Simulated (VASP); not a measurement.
# AlN (Cmc2_1) in VASP: a series of runs, part 2 of 2

VASP 6.6.1. The steps go on from the part before.

**3. Single point, LDA**

This run uses another cell than the first one, of 9.71 Å³/atom, 0.975 times its volume.

INCAR reads:

```
SYSTEM = AlN
PREC = Accurate
ENCUT = 520
EDIFF = 1E-6
ISMEAR = 0
SIGMA = 0.05
LREAL = .FALSE.
LASPH = .TRUE.
NELM = 80
ALGO = Normal
ISIF = 2
LWAVE = .FALSE.
LCHARG = .FALSE.
GGA = CA
NBANDS = 16
```

KPOINTS reads:

```
Automatic mesh
0
G
  9 9 6
  0 0 0
```

POSCAR reads:

```
AlN
1.0
    3.0371604035      0.0000000000      0.0000000000
   -1.5185802018      2.6302580648      0.0000000000
    0.0000000000      0.0000000000      4.8612078838
Al N
2 2
Direct
    0.3494085240      0.6988170481      0.0015212672
    0.6505914760      0.3011829519      0.5015212672
    0.3189889223      0.6379778447      0.3834787328
    0.6810110777      0.3620221553      0.8834787328
```

Potentials or basis: VASP PAW LDA potentials, release 64 (Al, N).

Run with:

```console
cat potpaw_LDA.64/Al/POTCAR potpaw_LDA.64/N/POTCAR > POTCAR
mpirun -np 1 vasp_std > vasp.out
```

OUTCAR:

```text
SYSTEM = AlN
   PREC = Accurate
   ENCUT = 520
   EDIFF = 1E-6
   ISMEAR = 0
   LREAL = .FALSE.
   LASPH = .TRUE.
   NELM = 80
   ISIF = 2
   GGA = CA

 ion  position               nearest neighbor table
   1  0.349  0.699  0.002-   4 1.84   4 1.85   4 1.85   3 1.86   2 2.90   2 2.90   2 3.05   2 3.05
                             2 3.05   2 3.05
   2  0.651  0.301  0.502-   3 1.84   3 1.85   3 1.85   4 1.86   1 2.90   1 2.90   1 3.05   1 3.05
                             1 3.05   1 3.05
   3  0.319  0.638  0.383-   2 1.84   2 1.85   2 1.85   1 1.86
   4  0.681  0.362  0.883-   1 1.84   1 1.85   1 1.85   2 1.86

  LATTYP: Found a hexagonal cell.
 ALAT       =     3.0371604035
 C/A-ratio  =     1.6005766038

  Lattice vectors:

 A1 = (   3.0371604035,   0.0000000000,   0.0000000000)
 A2 = (  -1.5185802018,   2.6302580648,   0.0000000000)
 A3 = (   0.0000000000,   0.0000000000,   4.8612078838)

Analysis of symmetry for initial positions (statically):
=====================================================================
 Subroutine PRICEL returns:
 Original cell was already a primitive cell.

 Routine SETGRP: Setting up the symmetry group for a
 hexagonal supercell.

 Subroutine GETGRP returns: Found  4 space group operations
 (whereof  2 operations were pure point group operations)
 out of a pool of 24 trial point group operations.

The static configuration has the point symmetry C_1h.
 The point group associated with its full space group is C_2v.

Analysis of symmetry for dynamics (positions and initial velocities):
=====================================================================
 Subroutine PRICEL returns:
 Original cell was already a primitive cell.

 Routine SETGRP: Setting up the symmetry group for a
 hexagonal supercell.

 Subroutine GETGRP returns: Found  4 space group operations
 (whereof  2 operations were pure point group operations)
 out of a pool of 24 trial point group operations.

The dynamic configuration has the point symmetry C_1h.
 The point group associated with its full space group is C_2v.

 Subroutine INISYM returns: Found  4 space group operations
 (whereof  2 operations are pure point group operations),
[... 120 lines left out ...]
     AMIX_MAG =   1.60;   BMIX_MAG =  1.00
  volume/ion in A,a.u.               =       9.71        65.52
  Fermi-wavevector in a.u.,A,eV,Ry     =   1.218180  2.302026 20.190529  1.483962
  Thomas-Fermi vector in A             =   2.353475
   LORBIT       =      0    0 simple, 1 ext, 2 COOP (PROOUT), +10 PAW based schemes
   GGA     = CA    functional components
   LHFCALC =     F    Hartree Fock is set to
   AEXX    =    0.0000 exact exchange contribution
   IVDW    =     0    specifies the selected vdW correction
   LEPSILON=     F    determine dielectric tensor
   LRPA    =     F    only Hartree local field effects (RPA)
 non-spin polarized calculation
 Gauss-broadening in eV      SIGMA  =   0.05
  energy-cutoff  :      520.00
  volume of cell :       38.83
 maximum number of plane-waves:      1087
   NGX = 11   NGY = 11   NGZ = 19

 number of electron      15.9999999 magnetization

 Free energy of the ion-electron system (eV)
  ---------------------------------------------------
  ext. energy  EPLUGINS =         0.00000000
  ---------------------------------------------------
  free energy    TOTEN  =       -32.70238488 eV

  energy without entropy =      -32.70238488  energy(sigma->0) =      -32.70238488

 E-fermi :   6.9316     XC(G=0): -11.5693

 val. band max:        6.6765767648   @ k =   0.0000   0.0000   0.0000
 cond. band min:      11.4645910966   @ k =   0.0000   0.0000   0.0000
 fundamental gap:      4.7880143318
 Fermi energy:         6.9315526547

 k-point     1 :       0.0000    0.0000    0.0000
  band No.  band energies     occupation
      1      -8.8624      2.00000
      2      -6.3983      2.00000
      3       0.2399      2.00000
      4       5.6782      2.00000
      5       5.7560      2.00000
      6       6.2335      2.00000
[... 433 lines left out ...]
      3       1.4642      2.00000
      4       2.5078      2.00000
      5       3.1034      2.00000
      6       3.4264      2.00000
[... 8 lines left out ...]
     15      19.7729      0.00000
     16      21.8568      0.00000

 [... further k-points ...]
[... 5 lines left out ...]
  --------------------------------------------------------------------------------------
  -------------------------------------------------------------------------------------
  Total        3.1493039      2.9099998      2.8774773     -0.0000000      0.0000000      0.0000000
  in kB      129.9316268    120.0585939    118.7168049     -0.0000000      0.0000000      0.0000000
  external PRESSURE =     122.9023418 kB  Pullay stress =       0.0000000 kB

 VOLUME and BASIS-vectors are now :
 -----------------------------------------------------------------------------
  energy-cutoff  :      520.00
  volume of cell :       38.83
      direct lattice vectors                 reciprocal lattice vectors
     3.037160404  0.000000000  0.000000000     0.329254918  0.190095416  0.000000000
    -1.518580202  2.630258065  0.000000000     0.000000000  0.380190831  0.000000000
     0.000000000  0.000000000  4.861207884     0.000000000  0.000000000  0.205710191

 POSITION                                       TOTAL-FORCE (eV/Angst)
 -----------------------------------------------------------------------------------
     -0.00000      1.83807      0.00740         0.000000     -0.534055      0.045565
      1.51858      0.79219      2.43800        -0.000000      0.534055      0.045565
     -0.00000      1.67805      1.86417        -0.000000      0.174754     -0.045565
      1.51858      0.95221      4.29477         0.000000     -0.174754     -0.045565
 -----------------------------------------------------------------------------------
    total drift:                               -0.000000      0.000000      0.000324

  FREE ENERGIE OF THE ION-ELECTRON SYSTEM (eV)
  ---------------------------------------------------
  free  energy   TOTEN  =       -32.7023848790 eV

  energy  without entropy=      -32.7023848790  energy(sigma->0) =      -32.70238488
```

stdout:

```text
POSCAR found type information on POSCAR AlN
 POSCAR found :  2 types and       4 ions
 scaLAPACK will be used
 LDA part: xc-table for (Slater(with rela. corr.)+CA(PZ))
 , standard interpolation
 POSCAR, INCAR and KPOINTS ok, starting setup
 FFT: planning ... GRIDC
 FFT: planning ... GRID_SOFT
 FFT: planning ... GRID
 WAVECAR not read
 entering main loop
```

Run time: 68 s. Hardware: 1 thread of AMD EPYC 7R43 (Zen 3), shared host; peak memory 0.13 GiB.

What came out:

| Quantity | Value |
| --- | --- |
| Free energy | -32.7024 eV |
| Pressure | 12.3 GPa |
| Largest force | 0.536 eV/Å |
| Band gap on the k mesh | 4.79 eV, direct |

Forces on the atoms (eV/Å):
```
Al   0.000 -0.534  0.046
Al   0.000  0.534  0.046
N    0.000  0.175 -0.046
N    0.000 -0.175 -0.046
```

A k mesh can miss the band edges.

**4. Single point, LDA**

This run uses another cell than the first one, of 9.71 Å³/atom, 0.975 times its volume.

INCAR reads:

```
SYSTEM = AlN
PREC = Accurate ; ENCUT = 520
EDIFF = 1E-7 ; ISMEAR = 0
SIGMA = 0.05 ; LREAL = .False.
LASPH = .True. ; NELM = 100
ALGO = Normal ; ISIF = 2
LWAVE = .False. ; LCHARG = .True.
LELF = .True. ; LVHAR = .True.
NBANDS = 16
```

KPOINTS reads:

```
Automatic mesh
0
Gamma
  9 9 6
  0 0 0
```

POSCAR reads:

```
AlN
1.0
    3.0371604035      0.0000000000      0.0000000000
   -1.5185802018      2.6302580648      0.0000000000
    0.0000000000      0.0000000000      4.8612078838
Al N
2 2
Direct
    0.3172581426      0.6345162853      0.0015212672
    0.6827418574      0.3654837147      0.5015212672
    0.3476777443      0.6953554887      0.3834787328
    0.6523222557      0.3046445113      0.8834787328
```

Run with:

```console
cat potpaw_LDA.64/Al/POTCAR potpaw_LDA.64/N/POTCAR > POTCAR
mpirun -np 1 vasp_std > vasp.out
```

Run time: 73 s. Hardware: 1 thread of AMD EPYC 7R43 (Zen 3), shared host; peak memory 0.13 GiB.

Results (log left out):

```
Free energy            : -32.7050 eV
Pressure               : 12.3 GPa
Largest force          : 0.461 eV/Å
Band gap on the k mesh : 4.79 eV, direct
```

Forces in eV/Å, atoms in the order of the input:
```
Al   0.000  0.459  0.045
Al   0.000 -0.459  0.045
N    0.000 -0.208 -0.045
N    0.000  0.208 -0.045
```

Stress tensor (GPa, compression positive):
```
12.84  0.00  0.00
 0.00 12.26  0.00
 0.00  0.00 11.81
```

Levels at points of the mesh, in eV from the valence-band top:
```tsv
k point	band 6	band 7	band 8	band 9	band 10	band 11
(0.00, 0.00, 0.00)	-0.43	-0.17	0.00	4.79	7.12	10.91
(0.00, 0.00, 0.50)	-0.66	-0.60	-0.60	6.96	6.96	10.66
```

A k mesh can miss the band edges. As with any semilocal functional, this LDA gap is likely too small.
